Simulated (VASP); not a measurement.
Li3Br:

```
CELL_PARAMETERS angstrom
3.10107 1.79041 2.53044
-3.10107 1.79041 2.53044
0.00000 -3.58081 2.53044
ATOMIC_POSITIONS crystal
Li 0.50000 0.00193 0.99807
Li 0.00193 0.99807 0.50000
Li 0.99807 0.50000 0.00193
Br 0.00000 0.00000 0.00000
```

The cell was built from a structure type or drawn by symmetry, and may not be a known phase.

| Item | Value |
| --- | --- |
| Program | VASP 6.6.1 |
| Task | relaxation of cell and atoms |
| Functional | PBE |
| Potentials or basis | VASP PAW PBE potentials, release 64 (Li_sv, Br) |
| Cutoff | 600 eV |
| k mesh | 6 × 6 × 6 |
| Occupations | gaussian, width 0.1 eV |
| Spin | no spin polarisation |

At the start: pressure 10.6 GPa; volume 21.07 Å³/atom.

Question: Where does the relaxation end?

Answer: Over 4 steps the energy falls by 246.8 meV/atom and the volume is 30.97 Å³/atom (+47.0 %); space group Pm-3m (No. 221, to 0.1 Å) before and after.

The path:
| step | energy change (eV) | largest force (eV/Å) | pressure (GPa) | volume (Å³) |
| --- | --- | --- | --- | --- |
| 1 | 0.0000 | 0.0113 | 10.63 | 84.30 |
| 2 | -0.7626 | 0.0060 | 3.70 | 102.54 |
| 3 | -0.9665 | 0.0031 | 0.93 | 117.48 |
| 4 | -0.9870 | 0.0014 | 0.13 | 123.90 |

Final structure:
```yaml
crystal:
  lattice:
    - [3.52594, 2.03570, 2.87683]
    - [-3.52594, 2.03570, 2.87683]
    - [0.00000, -4.07141, 2.87683]
  atoms:
    - { symbol: Li, position: [0.50000, 0.00210, 0.99790] }
    - { symbol: Li, position: [0.00210, 0.99790, 0.50000] }
    - { symbol: Li, position: [0.99790, 0.50000, 0.00210] }
    - { symbol: Br, position: [0.00000, 0.00000, 0.00000] }
```

Caveat: the cutoff is under 1.25 times the usual one of these potentials, so pressure, stress and relaxed cells hold a basis-set (Pulay) error; the volume moved by over 15 % at a fixed basis, so the end points are rough.
